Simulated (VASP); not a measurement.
Write the native input for VASP 6.6.1 that does the following.

| Property | Result |
| --- | --- |
| Task | single point |
| Functional | RPBE |
| Dispersion | D3(BJ) |
| Potentials or basis | VASP PAW PBE potentials, release 64 (Pb_d) |
| Cutoff | 520 eV |
| k mesh | 7 × 7 × 7 |
| Occupations | fermi-dirac, width 0.025 eV |
| Spin | non-collinear spin, typed start, spin-orbit coupling |
| Starting moments | [[0.289, 0.289, 0.289]] μB |
| Dipole correction | no |
| Further INCAR settings | ALGO = Fast; EDIFF = 1e-06; NBANDS = 25 |

The structure of Pb lies in POSCAR:

```
Pb
1.0
    0.0000000000      2.4244952108      2.4244952108
    2.4244952108      0.0000000000      2.4244952108
    2.4244952108      2.4244952108      0.0000000000
Pb
1
Direct
    0.0000000000      0.0000000000      0.0000000000
```

One way to write it, as run:

INCAR

```
PREC = Accurate
ENCUT = 520
EDIFF = 1E-6
ISMEAR = -1
SIGMA = 0.025
LREAL = F
LASPH = T
NELM = 150
ALGO = Fast
ISIF = 2
LWAVE = F
LCHARG = F
MAGMOM = 0.289 0.289 0.289
LORBIT = 11
LSORBIT = T
GGA_COMPAT = F
LORBMOM = T
GGA = RP
IVDW = 12
NBANDS = 25
```

KPOINTS

```
regular mesh
0
Gamma
  7 7 7
```

Potentials or basis: VASP PAW PBE potentials, release 64 (Pb_d).

Command:

```sh
$ cat potpaw_PBE.64/Pb_d/POTCAR > POTCAR
$ mpirun -np 1 vasp_ncl > vasp.out
```

Results of the run:

```yaml
Pressure: -14.7 GPa
Net_moment: 0.00 μB per cell
Valence_electrons_inside_the_program's_atomic_spheres: Pb 12.02
Dispersion_energy_per_atom: -2.699 eV
```

Caveat: the cell stands under tension; the dispersion term is far too large for a dense solid, which distorts pressure and volume; the PAW data sets were made with another functional, which shifts forces and pressure a little.

It took 4.1 min on 1 thread of Intel Xeon 8259CL, with other jobs on the host, peak memory 0.28 GiB.
